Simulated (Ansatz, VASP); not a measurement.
## MgS: VASP beside Ansatz

The input INCAR:

```
  PREC = Accurate
  ENCUT = 520
  EDIFF = 1E-8
  ISMEAR = -1
  SIGMA = 0.01
  LREAL = F
  LASPH = T
  NELM = 60
  ALGO = Normal
  ISIF = 2
  LWAVE = F
  LCHARG = F
  GGA = PE
  LEFG = T
  NBANDS = 11
```

The input KPOINTS:

```
regular mesh
0
Gamma
  8 8 8
```

File POSCAR:

```
MgS
1.0
   -0.0260165000      2.5886417500      2.5886417500
    2.5886417500     -0.0260165000      2.5886417500
    2.5886417500      2.5886417500     -0.0260165000
Mg S
1 1
Direct
    0.0000000000      0.0000000000      0.0000000000
    0.5000000000      0.5000000000      0.5000000000
```

Input for Ansatz:

```yaml
crystal:
  lattice:
    - [-0.0260165, 2.58864175, 2.58864175]
    - [2.58864175, -0.0260165, 2.58864175]
    - [2.58864175, 2.58864175, -0.0260165]
  atoms:
    - { symbol: Mg, position: [0.0, 0.0, 0.0] }
    - { symbol: S, position: [0.5, 0.5, 0.5] }
kpoints:
  mp_grid: { grid: [8, 8, 8] }
scf:
  occupations: { method: fermi_dirac, width: 0.01 }
hamiltonian:
  xc: pbe
  pseudopotentials: { kind: paw }
output:
  forces: true
  stress: true
  eigenvalues: true
  efg: { contact_densities: true }
  write_density: true
  write_potential: true
  elf: true
  volumetric_format: npy
```

Change from the starting cell: equal xy, yz and zx shear strains of -1 %, PAW files.

Alike in both runs: task electric field gradients; functional PBE; k mesh 8 × 8 × 8; occupations fermi-dirac, width 0.01 eV; no spin polarisation.

|  | VASP | Ansatz |
| --- | --- | --- |
| version | VASP 6.6.1 | Ansatz 0.2.0 |
| potentials or method | VASP PAW PBE potentials, release 64 (Mg, S) | PAW with Ansatz's default frozen-core files, scalar-relativistic |
| plane-wave cutoff (eV) | 520 | 420 |
| valence electrons in the cell | 8 | 16 |

```csv
,VASP,Ansatz,Ansatz less VASP
gap on the k mesh at the Fermi level (eV),2.68,2.70,+0.014
pressure (GPa),0.9,1.2,+0.30
"traceless stress, the component that is largest in VASP (GPa)",0.54,0.54,-0.001
size of Vzz on the site where it differs most (V/Å²),0.3,0.5,+0.22
```

The functional is the same, so the differences come from potentials, cutoffs and numerics. VASP's potentials hold 8 valence electrons a cell and Ansatz's 16, so a difference there can come from the potentials and not from the codes.
